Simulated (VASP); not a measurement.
Set up this calculation in VASP 6.6.1, as the native input.

| Quantity | Value |
| --- | --- |
| Task | relaxation of cell and atoms |
| Functional | PBEsol |
| Dispersion | D3(BJ) |
| Potentials or basis | VASP PAW PBE potentials, release 64 (Ca_sv, O) |
| Cutoff | 600 eV |
| k mesh | 10 × 10 × 10 |
| Occupations | fermi-dirac, width 0.05 eV |
| Spin | no spin polarisation |
| Dipole correction | no |
| Further INCAR settings | ALGO = Normal; EDIFF = 1e-06; IBRION = 2; EDIFFG = -0.005; NSW = 80; ISIF = 3 |

The structure of CaO lies in POSCAR:

```
CaO
1.0
    0.0000000000      2.4035556960      2.4035556960
    2.4035556960      0.0000000000      2.4035556960
    2.4035556960      2.4035556960      0.0000000000
Ca O
1 1
Direct
    0.0000000000      0.0000000000      0.0000000000
    0.5000000000      0.5000000000      0.5000000000
```

The input as run:

INCAR

```
SYSTEM = CaO
PREC = Accurate
ENCUT = 600
EDIFF = 1E-6
ISMEAR = -1
SIGMA = 0.05
LREAL = .FALSE.
LASPH = .TRUE.
NELM = 60
ALGO = Normal
ISIF = 3
LWAVE = .FALSE.
LCHARG = .FALSE.
GGA = PS
IVDW = 12
IBRION = 2
NSW = 80
EDIFFG = -0.005
```

KPOINTS

```
regular mesh
0
G
  10 10 10
  0 0 0
```

Potentials or basis: VASP PAW PBE potentials, release 64 (Ca_sv, O).

Launch:

```sh
$ cat potpaw_PBE.64/Ca_sv/POTCAR potpaw_PBE.64/O/POTCAR > POTCAR
$ mpirun -np 1 vasp_std > vasp.out
```

Results of the run:

```yaml
Relaxed_volume: 13.23 Å³/atom
Relaxed_cell: a = 3.345 Å, b = 3.345 Å, c = 3.345 Å, α = 60.00°, β = 60.00°, γ = 60.00°
Space_group_after_relaxing_to_0.05_Å: Fm-3m (No. 225)
Energy_gained_by_relaxing: 11.6 meV/atom
Ionic_steps: 3
Pressure_after_relaxing: 0.0 GPa
Band_gap_on_the_k_mesh: 3.51 eV, indirect (least direct gap 3.87 eV)
Dispersion_energy_per_atom: -0.277 eV
```

Caveat: the PAW data sets were made with another functional, which shifts forces and pressure a little.

Run time: 32 s on 1 thread of AMD EPYC 9R45 96-Core Processor (Zen 5), with other jobs on the host, peak memory 0.16 GiB.
